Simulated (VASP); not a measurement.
A run of VASP 6.6.1 is set up as follows.

File INCAR:

```
  PREC = Accurate
  ENCUT = 500
  EDIFF = 1E-6
  ISMEAR = 0
  SIGMA = 0.1
  LREAL = False
  LASPH = True
  NELM = 120
  ALGO = Normal
  ISIF = 2
  LWAVE = False
  LCHARG = False
  GGA = PS
  NBANDS = 10
  GGA_COMPAT = False
```

KPOINTS

```
regular mesh
0
Gamma
  12 12 12
```

POSCAR

```
K
1.0
   -2.6076631476      2.6076631476      2.6076631476
    2.6076631476     -2.6076631476      2.6076631476
    2.6076631476      2.6076631476     -2.6076631476
K
1
Direct
    0.0000000000      0.0000000000      0.0000000000
```

Potentials or basis: VASP PAW PBE potentials, release 64 (K_sv).

Launch:

```console
$ cat potpaw_PBE.64/K_sv/POTCAR > POTCAR
$ mpirun -np 1 vasp_std > vasp.out
```

Task: Estimate the band gap on the k mesh.

Result: Zero (an odd number of electrons rules out a gap without spin polarisation).

Task: What does it give for the pressure?

Result: 0.0 GPa.

Caveat: the PAW data sets were made with another functional, which shifts forces and pressure a little.
